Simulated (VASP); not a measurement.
# Si8C6N (a cell with a defect): single point with PBEsol

System: Si8C6N (a cell with a defect).

```
Si C N
1.0
    -3.07600   -5.32779    0.00000
     4.61400   -2.66389    0.00000
     0.00000    0.00000    5.04800
Si C N
8 6 1
Cartesian
  -0.0472 -3.5366 0.0009
  1.6526 -4.1835 2.5152
  3.0125 -3.5526 -0.0784
  0.0872 -1.8127 2.5827
  1.5259 -0.8525 0.0433
  3.0136 -1.8967 2.6225
  1.5039 -6.2647 0.0719
  -1.5607 -4.4988 2.5604
  -0.0816 -3.5199 1.8918
  1.4971 -4.4656 4.4532
  -0.0198 -1.7464 4.4627
  1.5961 -0.9192 1.9259
  3.0451 -1.7454 4.4836
  -1.5753 -4.4216 4.4397
  4.5301 -1.4269 1.8357
```

```json
{"Program": "VASP 6.6.1", "Task": "single point", "Functional": "PBEsol", "Potentials or basis": "VASP PAW PBE potentials, release 64 (Si, C, N)", "Cutoff": "520 eV", "k mesh": "2 × 3 × 3", "Occupations": "gaussian, width 0.02 eV", "Spin": "no spin polarisation"}
```

The largest force is 0.886 eV/Å.

Forces on the atoms (eV/Å):
```
Si   0.012 -0.100  0.033
Si   0.166  0.098  0.143
Si   0.026 -0.056 -0.006
Si  -0.050 -0.205  0.031
Si  -0.007 -0.063 -0.039
Si  -0.065 -0.044 -0.124
Si  -0.011 -0.098 -0.026
Si  -0.019  0.039 -0.017
C    0.106 -0.187  0.015
C    0.005 -0.114  0.096
C    0.007 -0.108  0.016
C   -0.203  0.058 -0.030
C   -0.003 -0.045 -0.053
C    0.002 -0.060 -0.029
N    0.034  0.885 -0.011
```

Levels at points of the mesh, in eV from the Fermi level:
| k point | band 27 | band 28 | band 29 | band 30 | band 31 | band 32 | band 33 | band 34 |
| --- | --- | --- | --- | --- | --- | --- | --- | --- |
| (0.00, 0.00, 0.00) | -2.38 | -1.77 | -1.52 | -0.24 | 0.82 | 1.07 | 2.10 | 2.57 |
| (0.50, 0.00, 0.00) | -2.37 | -2.24 | -1.83 | -0.51 | 0.45 | 0.76 | 2.04 | 2.11 |

Wall time 38 s on 1 thread of Intel(R) Xeon(R) 6975P-C (Granite Rapids) (shared host), peak memory 0.28 GiB.

Caveat: the k points lie up to 0.51 Å⁻¹ apart; the cell carries a net charge on a neutralising background, which shifts energy and pressure; the cell is charged against a uniform background, so pressure and absolute levels hang on convention; the PAW data sets were made with another functional, which shifts forces and pressure a little.
